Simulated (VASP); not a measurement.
# Sr (Im-3m) in VASP: further runs, part 2 of 2

VASP 6.6.1. Earlier steps stand in the parts before.

### 3 Relaxation of cell and atoms, PBEsol

Contents of INCAR:

```
  ALGO = Fast
  EDIFF = 1E-6
  EDIFFG = -0.015
  ENCUT = 600
  GGA = PS
  IBRION = 2
  ISIF = 3
  ISMEAR = 0
  LASPH = True
  LCHARG = False
  LREAL = False
  LWAVE = False
  NELM = 100
  NSW = 80
  PREC = Accurate
  SIGMA = 0.1
```

Contents of KPOINTS:

```
k-points
0
Gamma
  8 8 8
```

Contents of POSCAR:

```
Sr
1.0
    0.0000000000     -4.6699047914      4.6699047914
   -4.6699047914      0.0000000000      4.6699047914
   -4.6699047914     -4.6699047914      0.0000000000
Sr
4
Direct
    0.7500000000      0.7500000000      0.7500000000
    0.5000000000      0.5000000000      0.5000000000
    0.2500000000      0.2500000000      0.2500000000
    0.0000000000      0.0000000000      0.0000000000
```

Potentials or basis: VASP PAW PBE potentials, release 64 (Sr_sv).

Command:

```bash
cat potpaw_PBE.64/Sr_sv/POTCAR > POTCAR
mpirun -np 1 vasp_std > vasp.out
```

OUTCAR:

```text
EDIFF = 1E-6
   EDIFFG = -0.015
   ENCUT = 600
   GGA = PS
   IBRION = 2
   ISIF = 3
   ISMEAR = 0
   LASPH = True
   LREAL = False
   NELM = 100
   NSW = 80
   PREC = Accurate

 ion  position               nearest neighbor table
   1  0.750  0.750  0.750-   2 4.04   2 4.04   2 4.04   4 4.04   4 4.04   4 4.04   4 4.04   2 4.04
                             3 4.67   3 4.67   3 4.67   3 4.67   3 4.67   3 4.67
   2  0.500  0.500  0.500-   3 4.04   3 4.04   3 4.04   1 4.04   1 4.04   1 4.04   3 4.04   1 4.04
                             4 4.67   4 4.67   4 4.67   4 4.67   4 4.67   4 4.67
   3  0.250  0.250  0.250-   4 4.04   4 4.04   4 4.04   2 4.04   2 4.04   2 4.04   4 4.04   2 4.04
                             1 4.67   1 4.67   1 4.67   1 4.67   1 4.67   1 4.67
   4  0.000  0.000  0.000-   1 4.04   1 4.04   1 4.04   3 4.04   3 4.04   3 4.04   3 4.04   1 4.04
                             2 4.67   2 4.67   2 4.67   2 4.67   2 4.67   2 4.67

  LATTYP: Found a face centered cubic cell.
 ALAT       =     9.3398095828

  Lattice vectors:

 A1 = (   0.0000000000,  -4.6699047914,   4.6699047914)
 A2 = (  -4.6699047914,   0.0000000000,   4.6699047914)
 A3 = (  -4.6699047914,  -4.6699047914,   0.0000000000)

Analysis of symmetry for initial positions (statically):
=====================================================================
 Subroutine PRICEL returns following result:

  LATTYP: Found a body centered cubic cell.
 ALAT       =     4.6699047914

  Lattice vectors:

 A1 = (   2.3349523957,   2.3349523957,  -2.3349523957)
 A2 = (  -2.3349523957,   2.3349523957,   2.3349523957)
 A3 = (   2.3349523957,  -2.3349523957,   2.3349523957)

   4 primitive cells build up your supercell.

 Routine SETGRP: Setting up the symmetry group for a
 face centered cubic supercell.

 Subroutine GETGRP returns: Found 48 space group operations
 (whereof 48 operations were pure point group operations)
 out of a pool of 48 trial point group operations.

The static configuration has the point symmetry O_h .

Analysis of symmetry for dynamics (positions and initial velocities):
=====================================================================
 Subroutine PRICEL returns following result:
[... 142 lines left out ...]
   GGA     = PS    functional components
   LHFCALC =     F    Hartree Fock is set to
   AEXX    =    0.0000 exact exchange contribution
   IVDW    =     0    specifies the selected vdW correction
   LEPSILON=     F    determine dielectric tensor
   LRPA    =     F    only Hartree local field effects (RPA)
 conjugate gradient relaxation of ions
 non-spin polarized calculation
 RMM-DIIS sequential band-by-band and
 Gauss-broadening in eV      SIGMA  =   0.10
  energy-cutoff  :      600.00
  volume of cell :      203.68
 maximum number of plane-waves:      6855
 NGX is ok and might be reduce to    54
   NGX = 27   NGY = 27   NGZ = 27

 number of electron      39.9999999 magnetization

 Free energy of the ion-electron system (eV)
  ---------------------------------------------------
  ext. energy  EPLUGINS =         0.00000000
  ---------------------------------------------------
  free energy    TOTEN  =        -7.36290557 eV

  energy without entropy =       -7.34499204  energy(sigma->0) =       -7.35394881

 E-fermi :   1.7413     XC(G=0):  -7.6722

 val. band max:        1.7089955336   @ k =  -0.2500   0.1250   0.0000
 cond. band min:       1.7420048439   @ k =   0.2500   0.1250   0.0000
 fundamental gap:      0.0330093103
 Fermi energy:         1.7412858152

 k-point     1 :       0.0000    0.0000    0.0000
  band No.  band energies     occupation
      1     -34.6211      2.00000
      2     -34.5975      2.00000
      3     -34.5975      2.00000
      4     -34.5820      2.00000
      5     -16.6903      2.00000
      6     -16.6903      2.00000
[... 637 lines left out ...]
     23       2.7688      0.00000
     24       2.7966      0.00000

 [... further k-points ...]

------------------------ aborting loop because EDIFF is reached ----------------------------------------

  FORCE on cell =-STRESS in cart. coord.  units (eV):
  Direction    XX          YY          ZZ          XY          YZ          ZX
  --------------------------------------------------------------------------------------
  -------------------------------------------------------------------------------------
  Total        0.0321572      0.0321572      0.0321572     -0.0000000      0.0000000      0.0000000
  in kB        0.2529501      0.2529501      0.2529501     -0.0000000      0.0000000      0.0000000
  external PRESSURE =       0.2529501 kB  Pullay stress =       0.0000000 kB

 VOLUME and BASIS-vectors are now :
 -----------------------------------------------------------------------------
  energy-cutoff  :      600.00
  volume of cell :      203.68
      direct lattice vectors                 reciprocal lattice vectors
     0.000000000 -4.669904791  4.669904791     0.107068564 -0.107068564  0.107068564
    -4.669904791  0.000000000  4.669904791    -0.107068564  0.107068564  0.107068564
    -4.669904791 -4.669904791  0.000000000    -0.107068564 -0.107068564 -0.107068564

 POSITION                                       TOTAL-FORCE (eV/Angst)
 -----------------------------------------------------------------------------------
     -7.00486     -7.00486      7.00486         0.000000     -0.000000      0.000000
     -4.66990     -4.66990      4.66990        -0.000000     -0.000000      0.000000
     -2.33495     -2.33495      2.33495        -0.000000      0.000000     -0.000000
      0.00000      0.00000      0.00000         0.000000      0.000000     -0.000000
 -----------------------------------------------------------------------------------
    total drift:                               -0.000000     -0.000000     -0.000000

  FREE ENERGIE OF THE ION-ELECTRON SYSTEM (eV)
  ---------------------------------------------------
  free  energy   TOTEN  =        -7.3629055750 eV

  energy  without entropy=       -7.3449920358  energy(sigma->0) =       -7.35394881

 reached required accuracy - stopping structural energy minimisation
```

OSZICAR:

```text
N       E                     dE             d eps       ncg     rms          rms(c)
DAV:   1     0.301006965261E+03    0.30101E+03   -0.20117E+04  1392   0.160E+03
DAV:   2     0.155617044160E+02   -0.28545E+03   -0.28386E+03  1880   0.341E+02
DAV:   3    -0.625427160601E+01   -0.21816E+02   -0.21650E+02  2216   0.719E+01
DAV:   4    -0.733816091980E+01   -0.10839E+01   -0.10806E+01  2080   0.145E+01
[... 18 lines left out ...]
RMM:  23    -0.736290028871E+01   -0.11977E-05   -0.12586E-05   465   0.335E-03    0.625E-04
RMM:  24    -0.736290199331E+01   -0.17046E-05   -0.17396E-05   444   0.325E-03    0.672E-04
RMM:  25    -0.736290307183E+01   -0.10785E-05   -0.10973E-05   422   0.318E-03    0.721E-04
RMM:  26    -0.736290460866E+01   -0.15368E-05   -0.15682E-05   451   0.311E-03    0.759E-04
RMM:  27    -0.736290557498E+01   -0.96632E-06   -0.99588E-06   426   0.306E-03
   1 F= -.73629056E+01 E0= -.73539488E+01  d E =-.736291E+01
```

Run time: 8.9 min. Hardware: 1 thread of Oxide Virtual Turin-like, shared host; peak memory 0.4 GiB.

Results:

```
Free energy             : -7.3629 eV
Pressure after relaxing : 0.0 GPa
Band gap on the k mesh  : zero (band 20 reaches 2.13 eV, above the bottom of band 21 at 1.64 eV)
```

Final structure:
```cif
data_structure
_symmetry_space_group_name_H-M 'P 1'
_symmetry_Int_Tables_number 1
_cell_length_a 6.6042
_cell_length_b 6.6042
_cell_length_c 6.6042
_cell_angle_alpha 60.000
_cell_angle_beta 60.000
_cell_angle_gamma 60.000
_cell_volume 203.68
loop_
_atom_site_label
_atom_site_type_symbol
_atom_site_fract_x
_atom_site_fract_y
_atom_site_fract_z
_atom_site_occupancy
Sr1 Sr 0.75000 0.75000 0.75000 1
Sr2 Sr 0.50000 0.50000 0.50000 1
Sr3 Sr 0.25000 0.25000 0.25000 1
Sr4 Sr 0.00000 0.00000 0.00000 1
```

Levels at points of the mesh, in eV from the Fermi level:
| k point | band 16 | band 17 | band 18 | band 19 | band 20 | band 21 | band 22 | band 23 | band 24 |
| --- | --- | --- | --- | --- | --- | --- | --- | --- | --- |
| (0.00, 0.00, 0.00) | -18.25 | -3.75 | -0.22 | -0.22 | 0.39 | 0.39 | 0.39 | 0.39 | 0.39 |
| (0.50, 0.00, 0.00) | -18.28 | -2.19 | -2.19 | 0.19 | 0.19 | 0.19 | 0.19 | 0.63 | 0.65 |
| (0.50, 0.50, 0.00) | -18.25 | -1.75 | -1.75 | -1.05 | -1.05 | 0.37 | 0.37 | 1.22 | 1.23 |

Caveat: the relaxation stopped at its first step, so nothing moved; the PAW data sets were made with another functional, which shifts forces and pressure a little.
